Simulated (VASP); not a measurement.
# W8C9 in VASP: a series of runs

W8C9 is run at these levels: PBE+D3(BJ); tasks: single point.

Program: VASP 6.6.1. These are calculated values, not measurements. Logs are shortened: lines on timing, memory, paths and dates and some standing lists are left out, and cuts for length are marked.

## Step 1: The cell of the first run

The cell holds a slab with vacuum, 17 atoms: a = 5.833 Å, b = 5.679 Å, c = 17.210 Å, α = 90.00°, β = 90.00°, γ = 90.00°.

## Step 2: Single point, PBE+D3(BJ)

Contents of INCAR:

```
PREC = Accurate
ENCUT = 520
EDIFF = 1E-6
ISMEAR = -1
SIGMA = 0.15
LREAL = Auto
LASPH = True
NELM = 100
ALGO = Normal
ISIF = 2
LWAVE = False
LCHARG = False
GGA = PE
IVDW = 12
NBANDS = 88
```

Contents of KPOINTS:

```
regular mesh
0
Gamma
  3 3 1
```

Contents of POSCAR:

```
W8C9
1.0
    5.8331890000      0.0000000000      0.0000000000
    0.0000000000      5.6788720000      0.0000000000
    0.0000000000      0.0000000000     17.2097410000
W C
8 9
Direct
    0.0000000000      0.0000000000      0.0581066269
    0.2267370387      0.0095441489      0.1968013348
    0.0000000000      0.4999936607      0.0581066269
    0.2580235271      0.5143979297      0.2051222038
    0.5000009429      0.0000000000      0.0581066269
    0.7297209125      0.0158306086      0.1986665575
    0.5000009429      0.4999936607      0.0581066269
    0.7488871010      0.5232377134      0.2121414843
    0.4710630840      0.2558254527      0.1456268284
    0.1758900663      0.2720082439      0.2768315921
    0.4887206638      0.7692020528      0.1458418230
    0.4554626980      0.7694837989      0.2605907898
    0.9698125674      0.2505955408      0.1492759246
    0.7084118138      0.2473202425      0.2974478233
    0.9995733037      0.7536531903      0.1589390567
    0.6650221688      0.8030996296      0.3055943724
    0.7244922117      0.0300059589      0.3215213988
```

Potentials or basis: VASP PAW PBE potentials, release 64 (W_sv, C).

Started as:

```
> cat potpaw_PBE.64/W_sv/POTCAR potpaw_PBE.64/C/POTCAR > POTCAR
> mpirun -np 1 vasp_std > vasp.out
```

OUTCAR:

```text
PREC = Accurate
   ENCUT = 520
   EDIFF = 1E-6
   ISMEAR = -1
   LREAL = Auto
   LASPH = True
   NELM = 100
   ISIF = 2
   GGA = PE
   IVDW = 12
 IVDW          = 12

 ion  position               nearest neighbor table
   1  0.000  0.000  0.058-  13 2.13  15 2.23   2 2.73   3 2.84   3 2.84   6 2.89   5 2.92   5 2.92

   2  0.227  0.010  0.197-  10 2.05  15 2.07   9 2.18  13 2.19  12 2.20  11 2.23   1 2.73   4 2.82
                             5 2.87   4 2.88   6 2.90   6 2.93
   3  0.000  0.500  0.058-  13 2.12  15 2.26   1 2.84   1 2.84   7 2.92   7 2.92   4 2.95   8 3.03

   4  0.258  0.514  0.205-  10 1.91  12 2.08   9 2.18  15 2.18  11 2.22  13 2.45   2 2.82   8 2.87
                             2 2.88   7 2.90   3 2.95   8 2.97
   5  0.500  0.000  0.058-  11 2.00   9 2.10   6 2.77   7 2.84   7 2.84   2 2.87   1 2.92   1 2.92

   6  0.730  0.016  0.199-  13 2.11  17 2.12  14 2.15  11 2.18   9 2.23  16 2.23  15 2.27  12 2.38
                             5 2.77   8 2.81   1 2.89   8 2.89   2 2.90   2 2.93
   7  0.500  0.500  0.058-   9 2.05  11 2.15   5 2.84   5 2.84   4 2.90   3 2.92   3 2.92   8 3.03

   8  0.749  0.523  0.212-  14 2.16  15 2.17  13 2.29  16 2.31  11 2.36  12 2.36   9 2.50   6 2.81
                             4 2.87   6 2.89   4 2.97   7 3.03   3 3.03
   9  0.471  0.256  0.146-   7 2.05   5 2.10   4 2.18   2 2.18   6 2.23   8 2.50
  10  0.176  0.272  0.277-   4 1.91   2 2.05
  11  0.489  0.769  0.146-  12 1.98   5 2.00   7 2.15   6 2.18   4 2.22   2 2.23   8 2.36
  12  0.455  0.769  0.261-  16 1.46  11 1.98   4 2.08   2 2.20   8 2.36   6 2.38
  13  0.970  0.251  0.149-   6 2.11   3 2.12   1 2.13   2 2.19   8 2.29   4 2.45
  14  0.708  0.247  0.297-  17 1.31   6 2.15   8 2.16
  15  1.000  0.754  0.159-   2 2.07   8 2.17   4 2.18   1 2.23   3 2.26   6 2.27
  16  0.665  0.803  0.306-  17 1.36  12 1.46   6 2.23   8 2.31
  17  0.724  0.030  0.322-  14 1.31  16 1.36   6 2.12

  LATTYP: Found a simple orthorhombic cell.
 ALAT       =     5.6788720000
 B/A-ratio  =     1.0271738824
 C/A-ratio  =     3.0304858077

  Lattice vectors:

 A1 = (   0.0000000000,  -5.6788720000,   0.0000000000)
 A2 = (   5.8331890000,   0.0000000000,   0.0000000000)
 A3 = (   0.0000000000,   0.0000000000,  17.2097410000)

Analysis of symmetry for initial positions (statically):
=====================================================================
 Subroutine PRICEL returns:
 Original cell was already a primitive cell.

 Routine SETGRP: Setting up the symmetry group for a
 simple orthorhombic supercell.

 Subroutine GETGRP returns: Found  1 space group operations
 (whereof  1 operations were pure point group operations)
 out of a pool of  8 trial point group operations.

The static configuration has the point symmetry C_1 .

Analysis of symmetry for dynamics (positions and initial velocities):
=====================================================================
 Subroutine PRICEL returns:
 Original cell was already a primitive cell.

 Routine SETGRP: Setting up the symmetry group for a
 simple orthorhombic supercell.

 Subroutine GETGRP returns: Found  1 space group operations
 (whereof  1 operations were pure point group operations)
 out of a pool of  8 trial point group operations.

The dynamic configuration has the point symmetry C_1 .

 Subroutine INISYM returns: Found  1 space group operations
 (whereof  1 operations are pure point group operations),
 and found     1 'primitive' translations

----------------------------------------------------------------------------------------

                                     Primitive cell

  volume of cell :     570.0887

  direct lattice vectors                    reciprocal lattice vectors
     5.833189000  0.000000000  0.000000000     0.171432813  0.000000000  0.000000000
     0.000000000  5.678872000  0.000000000     0.000000000  0.176091308  0.000000000
     0.000000000  0.000000000 17.209741000     0.000000000  0.000000000  0.058106627

  length of vectors
     5.833189000  5.678872000 17.209741000     0.171432813  0.176091308  0.058106627

  position of ions in fractional coordinates (direct lattice)
     0.000000000  0.000000000  0.058106627
     0.226737039  0.009544149  0.196801335
     0.000000000  0.499993661  0.058106627
     0.258023527  0.514397930  0.205122204
     0.500000943  0.000000000  0.058106627
     0.729720912  0.015830609  0.198666557
[... 9 lines left out ...]
     0.665022169  0.803099630  0.305594372
     0.724492212  0.030005959  0.321521399

  ion indices of the primitive-cell ions
   primitive index   ion index
                 1           1
                 2           2
                 3           3
                 4           4
                 5           5
                 6           6
[... 9 lines left out ...]
                16          16
                17          17

----------------------------------------------------------------------------------------

 KPOINTS: regular mesh

Automatic generation of k-mesh.
 Grid dimensions read from file:
 generate k-points for:    3    3    1

 Generating k-lattice:

  Cartesian coordinates                     Fractional coordinates (reciprocal lattice)
     0.057144271  0.000000000  0.000000000     0.333333333  0.000000000  0.000000000
     0.000000000  0.058697103  0.000000000     0.000000000  0.333333333  0.000000000
     0.000000000  0.000000000  0.058106627     0.000000000  0.000000000  1.000000000

  Length of vectors
     0.057144271  0.058697103  0.058106627

  Shift w.r.t. Gamma in fractional coordinates (k-lattice)
     0.000000000  0.000000000  0.000000000

 Subroutine IBZKPT returns following result:
 ===========================================

 Found      5 irreducible k-points:

 Following reciprocal coordinates:
            Coordinates               Weight
  0.000000  0.000000  0.000000      1.000000
  0.333333  0.000000  0.000000      2.000000
  0.000000  0.333333  0.000000      2.000000
  0.333333  0.333333  0.000000      2.000000
 -0.333333  0.333333  0.000000      2.000000
   k-points           NKPTS =      5   k-points in BZ     NKDIM =      5   number of bands    NBANDS=     88
   number of dos      NEDOS =    301   number of ions     NIONS =     17
   total plane-waves  NPLWV = 258048
   dimension x,y,z NGX =    48 NGY =   42 NGZ =  128
   dimension x,y,z NGXF=    96 NGYF=   84 NGZF=  256
   ions per type =               8   9
   NGX,Y,Z   is equivalent  to a cutoff of  13.68, 12.30, 12.36 a.u.
   NGXF,Y,Z  is equivalent  to a cutoff of  27.36, 24.59, 24.73 a.u.
 SYSTEM =  unknown system
   PREC   = accura    normal or accurate (medium, high low for compatibility)
   ISTART =      0    job   : 0-new  1-cont  2-samecut
   ICHARG =      2    charge: 1-file 2-atom 10-const
   ISPIN  =      1    spin polarized calculation?
   LNONCOLLINEAR =      F non collinear calculations
   LSORBIT =      F    spin-orbit coupling
   LASPH  =      T    aspherical Exc in radial PAW
   ENCUT  =  520.0 eV  38.22 Ry    6.18 a.u.  10.85 10.56 32.00*2*pi/ulx,y,z
   NELM   =    100;   NELMIN=  2; NELMDL= -5     # of ELM steps
   EDIFF  = 0.1E-05   stopping-criterion for ELM
   LREAL  =      T    real-space projection
   EDIFFG = 0.1E-04   stopping-criterion for IOM
   NSW    =      0    number of steps for IOM
   IBRION =     -1    ionic relax: 0-MD 1-quasi-New 2-CG
   NFREE  =      0    steps in history (QN), initial steepest desc. (CG)
   ISIF   =      2    stress and relaxation
   ISYM   =      2    0-nonsym 1-usesym 2-fastsym
   POTIM  = 0.5000    time-step for ionic-motion
   TEBEG  =    0.0;   TEEND  =   0.0 temperature during run
   PSTRESS=    0.0 pullay stress
   NELECT =     148.0000    total number of electrons
   NUPDOWN=      -1.0000    fix difference up-down
   EMIN   =  10.00;   EMAX   =-10.00  energy-range for DOS
   EFERMI =   0.00;   METHOD = LEGACY
   ISMEAR =    -1;   SIGMA  =   0.15  broadening in eV -4-tet -1-fermi 0-gaus
   EFERMI_NEDOS =   21; number of points for ismear=-14 and -15
   IALGO  =     38    algorithm
   IMIX   =      4    mixing-type and parameters
     AMIX     =   0.40;   BMIX     =  1.00
     AMIX_MAG =   1.60;   BMIX_MAG =  1.00
  volume/ion in A,a.u.               =      33.53       226.30
  Fermi-wavevector in a.u.,A,eV,Ry     =   1.044354  1.973544 14.839550  1.090676
  Thomas-Fermi vector in A             =   2.179103
   LORBIT       =      0    0 simple, 1 ext, 2 COOP (PROOUT), +10 PAW based schemes
   GGA     = PE    functional components
   LHFCALC =     F    Hartree Fock is set to
   AEXX    =    0.0000 exact exchange contribution
   IVDW    =    12    specifies the selected vdW correction
   LEPSILON=     F    determine dielectric tensor
   LRPA    =     F    only Hartree local field effects (RPA)
 non-spin polarized calculation
  energy-cutoff  :      520.00
  volume of cell :      570.09
 maximum number of plane-waves:     15380
 NGX is ok and might be reduce to    48
   NGX = 21   NGY = 21   NGZ = 63

 number of electron     148.0000003 magnetization

 Free energy of the ion-electron system (eV)
  ---------------------------------------------------
  ext. energy  EPLUGINS =         0.00000000
  ---------------------------------------------------
  free energy    TOTEN  =      -166.04284550 eV

  energy without entropy =     -165.31654294  energy(sigma->0) =     -165.67969422

 E-fermi :   0.0891     XC(G=0):  -5.4750

 val. band max:        0.0310631407   @ k =  -0.3333   0.3333   0.0000
 cond. band min:       0.0905947812   @ k =   0.3333   0.3333   0.0000
 fundamental gap:      0.0595316405
 Fermi energy:         0.0890900635

 k-point     1 :       0.0000    0.0000    0.0000
  band No.  band energies     occupation
      1     -74.7979      2.00000
      2     -74.4445      2.00000
      3     -74.4252      2.00000
      4     -74.3121      2.00000
      5     -74.2694      2.00000
      6     -74.1940      2.00000
[... 78 lines left out ...]
     85       2.3983      0.00000
     86       2.7163      0.00000

 k-point     2 :       0.3333    0.0000    0.0000
  band No.  band energies     occupation
      1     -74.7977      2.00000
      2     -74.4440      2.00000
      3     -74.4241      2.00000
      4     -74.3132      2.00000
      5     -74.2679      2.00000
      6     -74.1958      2.00000
[... 78 lines left out ...]
     85       1.9307      0.00001
     86       2.0151      0.00001

 k-point     3 :       0.0000    0.3333    0.0000
  band No.  band energies     occupation
      1     -74.7972      2.00000
      2     -74.4452      2.00000
      3     -74.4235      2.00000
      4     -74.3098      2.00000
      5     -74.2711      2.00000
      6     -74.1964      2.00000
[... 78 lines left out ...]
     85       2.1667      0.00000
     86       2.2712      0.00000

 k-point     4 :       0.3333    0.3333    0.0000
  band No.  band energies     occupation
      1     -74.7970      2.00000
      2     -74.4447      2.00000
      3     -74.4225      2.00000
      4     -74.3108      2.00000
      5     -74.2696      2.00000
      6     -74.1982      2.00000
[... 78 lines left out ...]
     85       1.7081      0.00004
     86       1.8808      0.00001

 k-point     5 :      -0.3333    0.3333    0.0000
  band No.  band energies     occupation
      1     -74.7970      2.00000
      2     -74.4447      2.00000
      3     -74.4225      2.00000
      4     -74.3108      2.00000
      5     -74.2696      2.00000
      6     -74.1982      2.00000
[... 78 lines left out ...]
     85       1.7729      0.00003
     86       1.9469      0.00001
 [bands above 86 left out]

------------------------ aborting loop because EDIFF is reached ----------------------------------------

 Edisp (eV)   -4.35824

 E8    (eV) :    -2.0515

  FORCE on cell =-STRESS in cart. coord.  units (eV):
  Direction    XX          YY          ZZ          XY          YZ          ZX
  --------------------------------------------------------------------------------------
  -------------------------------------------------------------------------------------
  Total     -14.36563    -5.55456    -0.47220     5.21283    -3.40219     2.12888
  in kB     -40.37318   -15.61053    -1.32706    14.65015    -9.56151     5.98299
  external pressure =      -19.10 kB  Pullay stress =        0.00 kB

 VOLUME and BASIS-vectors are now :
 -----------------------------------------------------------------------------
  energy-cutoff  :      520.00
  volume of cell :      570.09
      direct lattice vectors                 reciprocal lattice vectors
     5.833189000  0.000000000  0.000000000     0.171432813  0.000000000  0.000000000
     0.000000000  5.678872000  0.000000000     0.000000000  0.176091308  0.000000000
     0.000000000  0.000000000 17.209741000     0.000000000  0.000000000  0.058106627

 POSITION                                       TOTAL-FORCE (eV/Angst)
 -----------------------------------------------------------------------------------
      0.00000      0.00000      1.00000        -0.552807      0.120610     -0.195197
      1.32260      0.05420      3.38690         1.254985      1.007516      1.599223
      0.00000      2.83940      1.00000        -0.201966      0.274923      1.678861
      1.50510      2.92120      3.53010        -0.943676     -0.620351     -1.348244
      2.91660      0.00000      1.00000        -0.495085      0.786627     -1.063323
      4.25660      0.08990      3.41900         0.384649     -0.290148     -1.357611
[... 9 lines left out ...]
      3.87920      4.56070      5.25920        -0.054061     -1.676172     -1.395861
      4.22610      0.17040      5.53330        -0.218734      1.966931      0.795791
 -----------------------------------------------------------------------------------
    total drift:                               -0.000679      0.014928     -0.000682

  FREE ENERGIE OF THE ION-ELECTRON SYSTEM (eV)
  ---------------------------------------------------
  free  energy   TOTEN  =      -170.4010817687 eV

  energy  without entropy=     -169.6747792133  energy(sigma->0) =     -170.03793049
```

Run time: 8.9 min. Hardware: 1 thread of Intel Xeon Platinum 8559C (Emerald Rapids), shared host; peak memory 0.61 GiB.

What came out:

```yaml
Free_energy: -170.4011 eV
Largest_force: 2.269 eV/Å
Band_gap_on_the_k_mesh: zero (bands 74 and 75 overlap by 0.19 eV)
Dispersion_energy_per_atom: -0.256 eV
```

Forces in eV/Å, atoms in the order of the input:
```
W   -0.553  0.121 -0.195
W    1.255  1.008  1.599
W   -0.202  0.275  1.679
W   -0.944 -0.620 -1.348
W   -0.495  0.787 -1.063
W    0.385 -0.290 -1.358
W    0.115  0.625  0.442
W   -0.301 -1.336  0.149
C    0.475  0.256  0.593
C   -0.268 -0.555  0.596
C    0.969 -1.247 -0.455
C    0.229  0.119  0.810
C   -0.152  0.766 -0.695
C    0.541  0.235  0.275
C   -0.782 -0.434 -0.429
C   -0.054 -1.676 -1.396
C   -0.219  1.967  0.796
```

Levels at points of the mesh, in eV from the Fermi level:
| k point | band 71 | band 72 | band 73 | band 74 | band 75 | band 76 | band 77 | band 78 |
| --- | --- | --- | --- | --- | --- | --- | --- | --- |
| (0.00, 0.00, 0.00) | -0.66 | -0.29 | -0.26 | 0.13 | 0.37 | 0.67 | 0.85 | 0.92 |

Caveat: the k points lie up to 0.37 Å⁻¹ apart; the atoms stand as in a frame of molecular dynamics; there is no dipole correction, which matters where the two faces differ; spin-orbit coupling is left out, which moves the levels of the heavy elements.

## Step 3: Single point, PBE+D3(BJ)

Contents of INCAR:

```
SYSTEM = W8C9
PREC = Accurate
ENCUT = 520
EDIFF = 1E-6
ISMEAR = -1
SIGMA = 0.15
LREAL = Auto
LASPH = .True.
NELM = 80
ALGO = Normal
ISIF = 2
LWAVE = .False.
LCHARG = .False.
GGA = PE
IVDW = 12
NBANDS = 88
```

Contents of KPOINTS:

```
Automatic mesh
0
Gamma
  3 3 1
  0 0 0
```

Contents of POSCAR:

```
W8C9
1.0
    5.8331890000      0.0000000000      0.0000000000
    0.0000000000      5.6788720000      0.0000000000
    0.0000000000      0.0000000000     17.2097410000
W C
8 9
Direct
    0.0000000000      0.0000000000      0.0581066269
    0.2497776088      0.0237194992      0.2031523891
    0.0000000000      0.4999936607      0.0581066269
    0.2436403141      0.5162644976      0.1950813786
    0.5000009429      0.0000000000      0.0581066269
    0.7437612599      0.0236490627      0.1940005954
    0.5000009429      0.4999936607      0.0581066269
    0.7508585784      0.5203145977      0.2161915162
    0.4832862436      0.2589598779      0.1484275679
    0.0871221557      0.2884903903      0.2692951625
    0.5088125895      0.7536179720      0.1415593645
    0.4360736469      0.7673530941      0.2629847829
    0.9781270588      0.2630804146      0.1430410835
    0.7248865072      0.2440273350      0.2922182269
    0.9894930543      0.7718786407      0.1564695250
    0.6731995140      0.7984684282      0.2982032094
    0.6975258302      0.0304285781      0.3200454905
```

Potentials or basis: VASP PAW PBE potentials, release 64 (W_sv, C).

Started as:

```
> cat potpaw_PBE.64/W_sv/POTCAR potpaw_PBE.64/C/POTCAR > POTCAR
> mpirun -np 1 vasp_std > vasp.out
```

Run time: 9.7 min. Hardware: 1 thread of Intel Xeon Platinum 8559C (Emerald Rapids), shared host; peak memory 0.61 GiB.

Results (log left out):

```yaml
Free_energy: -170.4720 eV
Largest_force: 2.113 eV/Å
Band_gap_on_the_k_mesh: zero (bands 74 and 75 overlap by 0.13 eV)
Dispersion_energy_per_atom: -0.255 eV
```

Forces on the atoms (eV/Å):
```
W    0.325  0.245 -0.024
W   -1.153 -0.009 -0.277
W   -0.200  1.250  0.043
W    0.412  0.332  0.942
W   -0.436  0.713 -0.872
W   -0.719 -1.476  0.131
W    0.185 -0.061 -0.240
W   -0.490 -0.109 -1.355
C   -0.110  0.150  0.167
C    0.578 -0.167 -0.847
C    0.271  0.344  0.596
C    1.047 -0.764 -0.212
C   -0.294 -0.070  0.249
C   -0.434 -0.314  2.044
C    1.321 -0.762 -0.168
C   -1.125 -0.305 -0.143
C    0.822  1.002 -0.032
```

Levels at points of the mesh, in eV from the Fermi level:
| k point | band 70 | band 71 | band 72 | band 73 | band 74 | band 75 | band 76 | band 77 | band 78 | band 79 |
| --- | --- | --- | --- | --- | --- | --- | --- | --- | --- | --- |
| (0.00, 0.00, 0.00) | -0.77 | -0.57 | -0.56 | -0.31 | 0.09 | 0.45 | 0.61 | 0.81 | 0.95 | 1.11 |

Caveat: the k points lie up to 0.37 Å⁻¹ apart; the atoms stand as in a frame of molecular dynamics; there is no dipole correction, which matters where the two faces differ; spin-orbit coupling is left out, which moves the levels of the heavy elements.

(Continued in part 2 of 2.)

The gap in the log of VASP goes by the Fermi energy; the results here count the filled bands.